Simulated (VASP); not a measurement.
# SrTe (Fm-3m) in VASP: further runs

The runs below take SrTe through single point, with PBE.

Program: VASP 6.6.1. These are calculated values, not measurements. Logs are shortened: lines on timing, memory, paths and dates and some standing lists are left out, and cuts for length are marked.

## 1. The cell of the first run

It takes space group Fm-3m (No. 225, cubic). Conventional cell: a = 5.775 Å, b = 5.775 Å, c = 5.775 Å, α = 90.00°, β = 90.00°, γ = 90.00°. Within 3.8 Å of Sr (site symmetry m-3m) lie 6 Te at 2.89 Å. Within 3.8 Å of Te (site symmetry m-3m) lie 6 Sr at 2.89 Å.

## 2. Single point, PBE (O replaced by Te, lengths x 1.166, strained)

The input, INCAR:

```
SYSTEM = SrTe
ALGO = Normal
EDIFF = 1E-6
ENCUT = 500
GGA = PE
GGA_COMPAT = .False.
ISIF = 2
ISMEAR = 0
LASPH = .True.
LCHARG = .False.
LREAL = .False.
LWAVE = .False.
NBANDS = 15
NELM = 120
PREC = Accurate
SIGMA = 0.1
```

The input, KPOINTS:

```
k-points
0
Gamma
  6 6 6
  0 0 0
```

The input, POSCAR:

```
SrTe
1.0
    0.0000000000      2.8877402639      2.8877402639
    2.8877402639      0.0000000000      2.8877402639
    2.8877402639      2.8877402639      0.0000000000
Sr Te
1 1
Direct
    0.0000000000      0.0000000000      0.0000000000
    0.5000000000      0.5000000000      0.5000000000
```

Potentials or basis: VASP PAW PBE potentials, release 64 (Sr_sv, Te).

On the command line:

```bash
> cat potpaw_PBE.64/Sr_sv/POTCAR potpaw_PBE.64/Te/POTCAR > POTCAR
> mpirun -np 1 vasp_std > vasp.out
```

OUTCAR:

```text
SYSTEM = SrTe
   EDIFF = 1E-6
   ENCUT = 500
   GGA = PE
   ISIF = 2
   ISMEAR = 0
   LASPH = .True.
   LREAL = .False.
   NELM = 120
   PREC = Accurate

 ion  position               nearest neighbor table
   1  0.000  0.000  0.000-   2 2.89   2 2.89   2 2.89   2 2.89   2 2.89   2 2.89
   2  0.500  0.500  0.500-   1 2.89   1 2.89   1 2.89   1 2.89   1 2.89   1 2.89

  LATTYP: Found a face centered cubic cell.
 ALAT       =     5.7754805278

  Lattice vectors:

 A1 = (   0.0000000000,   2.8877402639,   2.8877402639)
 A2 = (   2.8877402639,   0.0000000000,   2.8877402639)
 A3 = (   2.8877402639,   2.8877402639,   0.0000000000)

Analysis of symmetry for initial positions (statically):
=====================================================================
 Subroutine PRICEL returns:
 Original cell was already a primitive cell.

 Routine SETGRP: Setting up the symmetry group for a
 face centered cubic supercell.

 Subroutine GETGRP returns: Found 48 space group operations
 (whereof 48 operations were pure point group operations)
 out of a pool of 48 trial point group operations.

The static configuration has the point symmetry O_h .

Analysis of symmetry for dynamics (positions and initial velocities):
=====================================================================
 Subroutine PRICEL returns:
 Original cell was already a primitive cell.

 Routine SETGRP: Setting up the symmetry group for a
 face centered cubic supercell.

 Subroutine GETGRP returns: Found 48 space group operations
 (whereof 48 operations were pure point group operations)
 out of a pool of 48 trial point group operations.

The dynamic configuration has the point symmetry O_h .

 Subroutine INISYM returns: Found 48 space group operations
 (whereof 48 operations are pure point group operations),
 and found     1 'primitive' translations

----------------------------------------------------------------------------------------

                                     Primitive cell

  volume of cell :      48.1620

  direct lattice vectors                    reciprocal lattice vectors
     0.000000000  2.887740264  2.887740264    -0.173145766  0.173145766  0.173145766
     2.887740264  0.000000000  2.887740264     0.173145766 -0.173145766  0.173145766
     2.887740264  2.887740264  0.000000000     0.173145766  0.173145766 -0.173145766

  length of vectors
     4.083881446  4.083881446  4.083881446     0.299897264  0.299897264  0.299897264
[... 81 lines left out ...]
   TEBEG  =    0.0;   TEEND  =   0.0 temperature during run
   PSTRESS=    0.0 pullay stress
   NELECT =      16.0000    total number of electrons
   NUPDOWN=      -1.0000    fix difference up-down
   EMIN   =  10.00;   EMAX   =-10.00  energy-range for DOS
   EFERMI =   0.00;   METHOD = LEGACY
   ISMEAR =     0;   SIGMA  =   0.10  broadening in eV -4-tet -1-fermi 0-gaus
   EFERMI_NEDOS =   21; number of points for ismear=-14 and -15
   IALGO  =     38    algorithm
   IMIX   =      4    mixing-type and parameters
     AMIX     =   0.40;   BMIX     =  1.00
     AMIX_MAG =   1.60;   BMIX_MAG =  1.00
  volume/ion in A,a.u.               =      24.08       162.51
  Fermi-wavevector in a.u.,A,eV,Ry     =   1.133827  2.142622 17.491148  1.285563
  Thomas-Fermi vector in A             =   2.270530
   LORBIT       =      0    0 simple, 1 ext, 2 COOP (PROOUT), +10 PAW based schemes
   GGA     = PE    functional components
   LHFCALC =     F    Hartree Fock is set to
   AEXX    =    0.0000 exact exchange contribution
   IVDW    =     0    specifies the selected vdW correction
   LEPSILON=     F    determine dielectric tensor
   LRPA    =     F    only Hartree local field effects (RPA)
 non-spin polarized calculation
 Gauss-broadening in eV      SIGMA  =   0.10
  energy-cutoff  :      500.00
  volume of cell :       48.16
 maximum number of plane-waves:      1243
 NGX is ok and might be reduce to    30
   NGX = 15   NGY = 15   NGZ = 15

 number of electron      16.0000000 magnetization

 Free energy of the ion-electron system (eV)
  ---------------------------------------------------
  ext. energy  EPLUGINS =         0.00000000
  ---------------------------------------------------
  free energy    TOTEN  =        -6.02395030 eV

  energy without entropy =       -6.02252535  energy(sigma->0) =       -6.02323783

 E-fermi :   6.8318     XC(G=0): -10.4008

 val. band max:        6.8009454937   @ k =   0.5000   0.5000   0.0000
 cond. band min:       6.8626383855   @ k =   0.0000   0.0000   0.0000
 fundamental gap:      0.0616928918
 Fermi energy:         6.8317919365

 k-point     1 :       0.0000    0.0000    0.0000
  band No.  band energies     occupation
      1     -27.2316      2.00000
      2      -9.3748      2.00000
      3      -9.3748      2.00000
      4      -9.3748      2.00000
      5      -4.9533      2.00000
      6       6.8626      0.66267
      7       6.8626      0.66267
      8       6.8626      0.66267
      9       9.1893      0.00000
     10       9.1893      0.00000
     11       9.1893      0.00000
     12      10.4350      0.00000
     13      10.4350      0.00000
     14      12.0883      0.00000
[... 257 lines left out ...]
      2      -9.8094      2.00000
      3      -9.6527      2.00000
      4      -9.6503      2.00000
      5      -3.7080      2.00000
      6       4.2307      2.00000
      7       4.5017      2.00000
      8       4.7965      2.00000
      9       8.9225      0.00000
     10      12.1135      0.00000
     11      12.2461      0.00000
     12      13.9669      0.00000
     13      13.9720      0.00000
     14      15.8462      0.00000
     15      17.3503      0.00000

------------------------ aborting loop because EDIFF is reached ----------------------------------------

  FORCE on cell =-STRESS in cart. coord.  units (eV):
  Direction    XX          YY          ZZ          XY          YZ          ZX
  --------------------------------------------------------------------------------------
  -------------------------------------------------------------------------------------
  Total       11.3640179     11.3640179     11.3640179      0.0000000     -0.0000000      0.0000000
  in kB      378.0403088    378.0403088    378.0403088      0.0000000     -0.0000000      0.0000000
  external PRESSURE =     378.0403088 kB  Pullay stress =       0.0000000 kB

 VOLUME and BASIS-vectors are now :
 -----------------------------------------------------------------------------
  energy-cutoff  :      500.00
  volume of cell :       48.16
      direct lattice vectors                 reciprocal lattice vectors
     0.000000000  2.887740264  2.887740264    -0.173145766  0.173145766  0.173145766
     2.887740264  0.000000000  2.887740264     0.173145766 -0.173145766  0.173145766
     2.887740264  2.887740264  0.000000000     0.173145766  0.173145766 -0.173145766

 POSITION                                       TOTAL-FORCE (eV/Angst)
 -----------------------------------------------------------------------------------
      0.00000      0.00000      0.00000         0.000000      0.000000     -0.000000
      2.88774      2.88774      2.88774        -0.000000     -0.000000      0.000000
 -----------------------------------------------------------------------------------
    total drift:                               -0.000000      0.000000      0.000000

  FREE ENERGIE OF THE ION-ELECTRON SYSTEM (eV)
  ---------------------------------------------------
  free  energy   TOTEN  =        -6.0239503019 eV

  energy  without entropy=       -6.0225253516  energy(sigma->0) =       -6.02323783
```

stdout:

```text
POSCAR found type information on POSCAR SrTe
 POSCAR found :  2 types and       2 ions
 scaLAPACK will be used
 LDA part: xc-table for (Slater+PW92), standard interpolation
 POSCAR, INCAR and KPOINTS ok, starting setup
 FFT: planning ... GRIDC
 FFT: planning ... GRID_SOFT
 FFT: planning ... GRID
 WAVECAR not read
 entering main loop
```

Wall time 24 s (1 thread of AMD EPYC 7R43 (Zen 3), shared host); peak memory 0.14 GiB.

What came out:

```
Free energy            : -6.0240 eV
Pressure               : 37.8 GPa
Band gap on the k mesh : zero (band 8 reaches 6.86 eV, above the bottom of band 9 at 6.80 eV)
```

Levels at points of the mesh, in eV from the Fermi level:
```
           k point  band 5  band 6  band 7  band 8  band 9  band 10  band 11  band 12
(0.00, 0.00, 0.00)  -11.79    0.03    0.03    0.03    2.36     2.36     2.36     3.60
(0.50, 0.00, 0.00)   -9.61   -4.73   -2.40   -2.40    4.08     5.67     5.67     5.78
(0.50, 0.50, 0.00)  -10.93   -2.71   -0.96   -0.96   -0.03     5.09     5.55     7.12
```

Caveat: the cell differs from its parent crystal (O replaced by Te, lengths x 1.166, strained); spin-orbit coupling is left out, which moves the levels of the heavy elements.

## 3. Single point, PBE (O replaced by Te, lengths x 1.166, strained)

The input, INCAR:

```
PREC = Accurate
ENCUT = 500
EDIFF = 1E-6
ISMEAR = 0
SIGMA = 0.1
LREAL = False
LASPH = True
NELM = 120
ALGO = Normal
ISIF = 2
LWAVE = False
LCHARG = False
GGA = PE
NBANDS = 15
GGA_COMPAT = False
```

The input, KPOINTS:

```
regular mesh
0
Gamma
  12 12 12
```

POSCAR is that of step 2.

Potentials or basis: VASP PAW PBE potentials, release 64 (Sr_sv, Te).

On the command line:

```bash
> cat potpaw_PBE.64/Sr_sv/POTCAR potpaw_PBE.64/Te/POTCAR > POTCAR
> mpirun -np 1 vasp_std > vasp.out
```

Run time: 89 s. Hardware: 1 thread of AMD EPYC 7R43 (Zen 3), shared host; peak memory 0.17 GiB.

Results (log left out):

* Free energy: -6.0317 eV
* Pressure: 37.9 GPa
* Band gap on the k mesh: zero (band 8 reaches 6.87 eV, above the bottom of band 9 at 6.80 eV)

Levels at points of the mesh, in eV from the Fermi level:
| k point | band 5 | band 6 | band 7 | band 8 | band 9 | band 10 | band 11 | band 12 |
| --- | --- | --- | --- | --- | --- | --- | --- | --- |
| (0.00, 0.00, 0.00) | -11.76 | 0.05 | 0.05 | 0.05 | 2.37 | 2.37 | 2.37 | 3.62 |
| (0.50, 0.00, 0.00) | -9.59 | -4.72 | -2.38 | -2.38 | 4.09 | 5.69 | 5.69 | 5.80 |
| (0.50, 0.50, 0.00) | -10.91 | -2.69 | -0.94 | -0.94 | -0.01 | 5.11 | 5.56 | 7.13 |

Caveat: the cell differs from its parent crystal (O replaced by Te, lengths x 1.166, strained); spin-orbit coupling is left out, which moves the levels of the heavy elements.
